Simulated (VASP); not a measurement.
# Mg2Si3N (P-3m1) in VASP: further runs, part 2 of 2

VASP 6.6.1. Earlier steps stand in the parts before.

## Step 4: Single point, PBE (16.17 Å³/atom)

This run uses another cell than the first one, of 16.17 Å³/atom.

File INCAR:

```
SYSTEM = Mg2Si3N
PREC = Accurate
ENCUT = 600
EDIFF = 1E-6
ISMEAR = 0
SIGMA = 0.1
LREAL = .False.
LASPH = .True.
NELM = 120
ALGO = Normal
ISIF = 2
LWAVE = .False.
LCHARG = .False.
GGA = PE
NBANDS = 20
GGA_COMPAT = .False.
```

File KPOINTS:

```
Automatic mesh
0
Gamma
  12 12 4
  0 0 0
```

File POSCAR:

```
Mg2Si3N
1.0
    3.2766202798      0.0000000000      0.0000000000
   -1.6383101399      2.8376364008      0.0000000000
    0.0000000000      0.0000000000     10.4369630157
Mg Si N
2 3 1
Direct
    0.6666666667      0.3333333333      0.9003029189
    0.3333333333      0.6666666667      0.0996970811
    0.3333333333      0.6666666667      0.6594727006
    0.0000000000      0.0000000000      0.5000000000
    0.6666666667      0.3333333333      0.3405272994
    0.0000000000      0.0000000000      0.0000000000
```

Potentials or basis: VASP PAW PBE potentials, release 64 (Mg, Si, N).

Started as:

```
> cat potpaw_PBE.64/Mg/POTCAR potpaw_PBE.64/Si/POTCAR potpaw_PBE.64/N/POTCAR > POTCAR
> mpirun -np 1 vasp_std > vasp.out
```

OUTCAR:

```text
SYSTEM = Mg2Si3N
   PREC = Accurate
   ENCUT = 600
   EDIFF = 1E-6
   ISMEAR = 0
   LREAL = .False.
   LASPH = .True.
   NELM = 120
   ISIF = 2
   GGA = PE

 ion  position               nearest neighbor table
   1  0.667  0.333  0.900-   6 2.16   6 2.16   6 2.16   2 2.81   2 2.81   2 2.81   3 3.15   3 3.15
                             3 3.15
   2  0.333  0.667  0.100-   6 2.16   6 2.16   6 2.16   1 2.81   1 2.81   1 2.81   5 3.15   5 3.15
                             5 3.15
   3  0.333  0.667  0.659-   4 2.52   4 2.52   4 2.52   1 3.15   1 3.15   1 3.15
   4  0.000  0.000  0.500-   3 2.52   5 2.52   3 2.52   5 2.52   5 2.52   3 2.52
   5  0.667  0.333  0.341-   4 2.52   4 2.52   4 2.52   2 3.15   2 3.15   2 3.15
   6  0.000  0.000  0.000-   1 2.16   2 2.16   2 2.16   1 2.16   1 2.16   2 2.16

  LATTYP: Found a hexagonal cell.
 ALAT       =     3.2766202798
 C/A-ratio  =     3.1852830430

  Lattice vectors:

 A1 = (   3.2766202798,   0.0000000000,   0.0000000000)
 A2 = (  -1.6383101399,   2.8376364008,   0.0000000000)
 A3 = (   0.0000000000,   0.0000000000,  10.4369630157)

Analysis of symmetry for initial positions (statically):
=====================================================================
[... 187 lines left out ...]

 k-point     1 :       0.0000    0.0000    0.0000
  band No.  band energies     occupation
      1      -8.1296      2.00000
      2      -7.1262      2.00000
      3      -4.3826      2.00000
      4      -0.6068      2.00000
      5       0.8095      2.00000
      6       4.2152      2.00000
[... 541 lines left out ...]
     19      12.7361      0.00000
     20      13.7165      0.00000

 [... further k-points ...]

------------------------ aborting loop because EDIFF is reached ----------------------------------------

  FORCE on cell =-STRESS in cart. coord.  units (eV):
  Direction    XX          YY          ZZ          XY          YZ          ZX
  --------------------------------------------------------------------------------------
  -------------------------------------------------------------------------------------
  Total       -2.4785414     -2.4785414     -2.5651842      0.0000000     -0.0000000      0.0000000
  in kB      -40.9213309    -40.9213309    -42.3518257      0.0000000     -0.0000000      0.0000000
  external PRESSURE =     -41.3981625 kB  Pullay stress =       0.0000000 kB

 VOLUME and BASIS-vectors are now :
 -----------------------------------------------------------------------------
  energy-cutoff  :      600.00
  volume of cell :       97.04
      direct lattice vectors                 reciprocal lattice vectors
     3.276620280  0.000000000  0.000000000     0.305192520  0.176202984  0.000000000
    -1.638310140  2.837636401  0.000000000     0.000000000  0.352405967  0.000000000
     0.000000000  0.000000000 10.436963016     0.000000000  0.000000000  0.095813313

 POSITION                                       TOTAL-FORCE (eV/Angst)
 -----------------------------------------------------------------------------------
      1.63831      0.94588      9.39643         0.000000      0.000000      0.037126
     -0.00000      1.89176      1.04053        -0.000000      0.000000     -0.037126
     -0.00000      1.89176      6.88289        -0.000000     -0.000000      0.001440
      0.00000      0.00000      5.21848         0.000000      0.000000      0.000000
      1.63831      0.94588      3.55407         0.000000     -0.000000     -0.001440
      0.00000      0.00000      0.00000         0.000000      0.000000      0.000000
 -----------------------------------------------------------------------------------
    total drift:                               -0.000000      0.000000      0.000000

  FREE ENERGIE OF THE ION-ELECTRON SYSTEM (eV)
  ---------------------------------------------------
  free  energy   TOTEN  =       -28.1424926388 eV

  energy  without entropy=      -28.1354050606  energy(sigma->0) =      -28.13894885
```

OSZICAR:

```text
N       E                     dE             d eps       ncg     rms          rms(c)
DAV:   1     0.460409065838E+02    0.46041E+02   -0.83693E+03  2760   0.947E+02
DAV:   2    -0.262346237816E+02   -0.72276E+02   -0.68003E+02  3552   0.143E+02
DAV:   3    -0.317967776679E+02   -0.55622E+01   -0.55006E+01  3576   0.382E+01
DAV:   4    -0.318541628638E+02   -0.57385E-01   -0.57338E-01  3476   0.430E+00
DAV:   5    -0.318546612786E+02   -0.49841E-03   -0.49838E-03  3380   0.420E-01    0.102E+01
DAV:   6    -0.282573438790E+02    0.35973E+01   -0.12789E+01  3736   0.195E+01    0.433E+00
DAV:   7    -0.282310482346E+02    0.26296E-01   -0.10187E+00  3200   0.433E+00    0.267E+00
DAV:   8    -0.281548933548E+02    0.76155E-01   -0.31855E-01  3468   0.290E+00    0.700E-01
DAV:   9    -0.281417601254E+02    0.13133E-01   -0.58066E-02  3836   0.123E+00    0.302E-01
DAV:  10    -0.281434346421E+02   -0.16745E-02   -0.11552E-02  3600   0.574E-01    0.153E-01
DAV:  11    -0.281424832372E+02    0.95140E-03   -0.34024E-03  3616   0.316E-01    0.491E-02
DAV:  12    -0.281425110409E+02   -0.27804E-04   -0.66898E-04  3636   0.125E-01    0.426E-02
DAV:  13    -0.281425083994E+02    0.26415E-05   -0.37463E-05  3236   0.345E-02    0.407E-02
DAV:  14    -0.281425205497E+02   -0.12150E-04   -0.11411E-05  3804   0.175E-02    0.433E-02
DAV:  15    -0.281425073915E+02    0.13158E-04   -0.33031E-04  3328   0.810E-02    0.410E-02
DAV:  16    -0.281424932716E+02    0.14120E-04   -0.34126E-05  3120   0.263E-02    0.127E-02
DAV:  17    -0.281424926388E+02    0.63284E-06   -0.14289E-06  3076   0.741E-03
   1 F= -.28142493E+02 E0= -.28138949E+02  d E =-.708758E-02
```

Run time: 5.7 min. Hardware: 1 thread of Intel Xeon 8259CL, shared host; peak memory 0.35 GiB.

What came out:

| Quantity | Value |
| --- | --- |
| Free energy | -28.1425 eV |
| Pressure | -4.1 GPa |
| Largest force | 0.037 eV/Å |
| Band gap on the k mesh | zero (an odd number of electrons rules out a gap without spin polarisation) |

Forces in eV/Å, atoms in the order of the input:
```
Mg   0.000  0.000  0.037
Mg   0.000  0.000 -0.037
Si   0.000  0.000  0.001
Si   0.000  0.000  0.000
Si   0.000  0.000 -0.001
N    0.000  0.000  0.000
```

Caveat: the cell stands under tension.

## Step 5: Overview

| cell | gap on the mesh (eV) | pressure (GPa) | largest force (eV/Å) |
| --- | --- | --- | --- |
| a = 3.185, b = 3.185, c = 10.105 Å, angles 90.0, 90.0, 120.0°, 6 atoms, atomic positions A | none | 2.3 | 0.04 |
| a = 3.218, b = 3.218, c = 10.209 Å, angles 90.0, 90.0, 120.0°, 6 atoms, atomic positions B | none | -0.2 | 0.04 |
| a = 3.277, b = 3.277, c = 10.437 Å, angles 90.0, 90.0, 120.0°, 6 atoms, atomic positions C | none | -4.1 | 0.04 |

Alike in all rows: task single point; level PBE; potentials or basis VASP PAW PBE potentials, release 64 (Mg, Si, N); no spin polarisation; k mesh 12 × 12 × 4; cutoff (eV) 600; smearing gaussian 0.1 eV.

Caveats: the cell stands under tension (at least some runs).

Absolute energies hang on the potentials; compare differences alone.
